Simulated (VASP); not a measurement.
Runs of VASP 6.6.1 on SrPrI. The structure is that of space group P4/mmm (No. 123), or close to it. The cells are those of the table. 

```csv
task,cell,k mesh,smearing,gap on the mesh (eV),pressure (GPa),relaxed volume (Å³/atom)
single point,"a = 5.187, b = 5.187, c = 6.208 Å, 3 atoms",10 × 10 × 8,tetrahedron,none,0.0,-
single point,"a = 5.244, b = 5.244, c = 6.225 Å, 3 atoms",4 × 4 × 4,gaussian 0.1 eV,none,0.0,-
single point,"a = 5.187, b = 5.187, c = 6.208 Å, 3 atoms",10 × 10 × 8,gaussian 0.1 eV,none,0.0,-
single point,"a = 4.693, b = 4.693, c = 5.798 Å, 3 atoms",4 × 4 × 4,gaussian 0.1 eV,none,5.3,-
relaxation of cell and atoms,"relaxed from a = 5.244, b = 5.244, c = 6.225 Å, 3 atoms",10 × 10 × 8,gaussian 0.1 eV,none,0.0,55.94
relaxation of cell and atoms,"relaxed from a = 4.693, b = 4.693, c = 5.798 Å, 3 atoms",4 × 4 × 4,gaussian 0.1 eV,none,0.0,(a)
```

Alike in all rows: level PBE; potentials or basis VASP PAW PBE potentials, release 64 (Sr_sv, Pr_3, I), 4f in core; no spin polarisation.

Question: Fill in the values left out.

Answer: (a) 56.85.

Caveats: spin-orbit coupling is left out, which moves the levels of the heavy elements; the 4f electrons are frozen in the core, so they carry no moment and show no levels; the run has no spin polarisation, though such a crystal can be magnetic; tetrahedron occupations give inexact forces and stress in metals (at least some runs); the cell stands under pressure (at least some runs); the volume moved by over 15 % at a fixed basis, so the end points are rough (at least some runs).

A k mesh can miss the band edges, and the runs leave out spin-orbit coupling on I, Pr, Sr.

A gap of «none» marks levels without a gap at the run's occupations.
